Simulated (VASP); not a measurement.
TiPd3, 4 atoms in the cell. It takes space group Pm-3m (No. 221, cubic). Conventional cell: a = 3.820 Å, b = 3.820 Å, c = 3.820 Å, α = 90.00°, β = 90.00°, γ = 90.00°. Ti (site symmetry m-3m) has 12 Pd at 2.70 Å within 3.6 Å. Within 3.6 Å of Pd (site symmetry 4/mmm) lie 4 Ti at 2.70 Å and 8 Pd at 2.70 Å. 

* Program: VASP 6.6.1
* Task: electric field gradients
* Functional: LDA
* Potentials or basis: VASP PAW LDA potentials, release 64 (Ti_sv, Pd)
* Cutoff: 520 eV
* k mesh: 11 × 11 × 11
* Occupations: fermi-dirac, width 0.05 eV
* Spin: no spin polarisation
* Dipole correction: no
* Further INCAR settings: ALGO = Normal; EDIFF = 1e-08; NBANDS = 29

Potentials or basis: VASP PAW LDA potentials, release 64 (Ti_sv, Pd).

Run with:

```console
$ cat potpaw_LDA.64/Ti_sv/POTCAR potpaw_LDA.64/Pd/POTCAR > POTCAR
$ mpirun -np 1 vasp_std > vasp.out
```

Hardware: 1 thread of Intel Xeon 8259CL, on a shared host.

Problem. Estimate the wall time of this run.

Solution. Wall time 110 s on 1 thread of Intel Xeon 8259CL, on a shared host, peak memory 0.2 GiB. Counts: scf iterations 17, k points 56.
